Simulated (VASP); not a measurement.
Write the native input for VASP 6.6.1 that does the following.

```yaml
Task: relaxation of cell and atoms
Functional: r2SCAN
Potentials_or_basis: VASP PAW PBE potentials, release 64 (Cl)
Cutoff: 550 eV
k_mesh: 9 × 9 × 9
Occupations: fermi-dirac, width 0.05 eV
Spin: no spin polarisation
Dipole_correction: no
Further_INCAR_settings: ALGO = Normal; EDIFF = 1e-07; IBRION = 2; EDIFFG = -0.03; NSW = 80; ISIF = 3
```

The system is Cl.

```
Cl
1.0
     0.00000    2.23500    2.23500
     2.23500    0.00000    2.23500
     2.23500    2.23500    0.00000
Cl
1
Direct
  0.00000 0.00000 0.00000
```

One way to write it, as run:

POSCAR

```
Cl
1.0
    0.0000000000      2.2350000000      2.2350000000
    2.2350000000      0.0000000000      2.2350000000
    2.2350000000      2.2350000000      0.0000000000
Cl
1
Direct
    0.0000000000      0.0000000000      0.0000000000
```

INCAR.step1

```
SYSTEM = Cl
ALGO     = Normal         ! electronic algorithm
EDIFF    = 1E-5           ! SCF threshold, eV
EDIFFG   = -0.005         ! ionic threshold
ENCUT    = 550            ! plane-wave cutoff, eV
GGA      = PE             ! functional
GGA_COMPAT= .False.      
IBRION   = 2              ! ionic algorithm
ISIF     = 3              ! what is computed and relaxed
ISMEAR   = -1             ! smearing method
LASPH    = .True.         ! aspherical terms in the spheres
LCHARG   = .False.        ! write CHGCAR
LREAL    = .False.        ! projectors in reciprocal space
LWAVE    = .True.         ! write WAVECAR
NELM     = 120            ! most SCF steps
NELMIN   = 4            
NSW      = 100            ! ionic steps
PREC     = Accurate       ! precision mode
SIGMA    = 0.05           ! smearing width, eV
```

INCAR.step2

```
SYSTEM = Cl
ALGO     = Normal         ! electronic algorithm
EDIFF    = 1E-7           ! SCF threshold, eV
EDIFFG   = -0.03          ! ionic threshold
ENCUT    = 550            ! plane-wave cutoff, eV
GGA_COMPAT= .False.      
IBRION   = 2              ! ionic algorithm
ISIF     = 3              ! what is computed and relaxed
ISMEAR   = -1             ! smearing method
ISTART   = 1            
LASPH    = .True.         ! aspherical terms in the spheres
LCHARG   = .False.        ! write CHGCAR
LMIXTAU  = .True.       
LREAL    = .False.        ! projectors in reciprocal space
LWAVE    = .False.        ! write WAVECAR
METAGGA  = R2SCAN         ! meta-GGA
NELM     = 120            ! most SCF steps
NELMIN   = 4            
NSW      = 80             ! ionic steps
PREC     = Accurate       ! precision mode
SIGMA    = 0.05           ! smearing width, eV
```

KPOINTS

```
k-points
0
Gamma
  9 9 9
  0 0 0
```

Potentials or basis: VASP PAW PBE potentials, release 64 (Cl).

Run with:

```sh
$ cat potpaw_PBE.64/Cl/POTCAR > POTCAR
$ cp INCAR.step1 INCAR
$ mpirun -np 1 vasp_std > vasp.out
$ cp INCAR.step2 INCAR
$ mpirun -np 1 vasp_std > vasp.out
```

It gave:

| Property | Result |
| --- | --- |
| Relaxed volume | 20.67 Å³/atom |
| Relaxed cell | a = 3.081 Å, b = 3.081 Å, c = 3.081 Å, α = 60.00°, β = 60.00°, γ = 60.00° |
| Space group after relaxing (to 0.1 Å) | Fm-3m (No. 225) |
| Energy gained by relaxing | 14.2 meV/atom |
| Ionic steps | 3 |
| Pressure after relaxing | -0.1 GPa |
| Band gap on the k mesh | zero (an odd number of electrons rules out a gap without spin polarisation) |

Caveat: the PAW data sets were made with another functional, which shifts forces and pressure a little; an odd number of electrons without spin polarisation forces a metal; a magnetic or distorted state may lie lower.

Wall time 24 s on 1 thread of Intel(R) Xeon(R) 6975P-C (Granite Rapids), with other jobs on the host, peak memory 0.13 GiB.
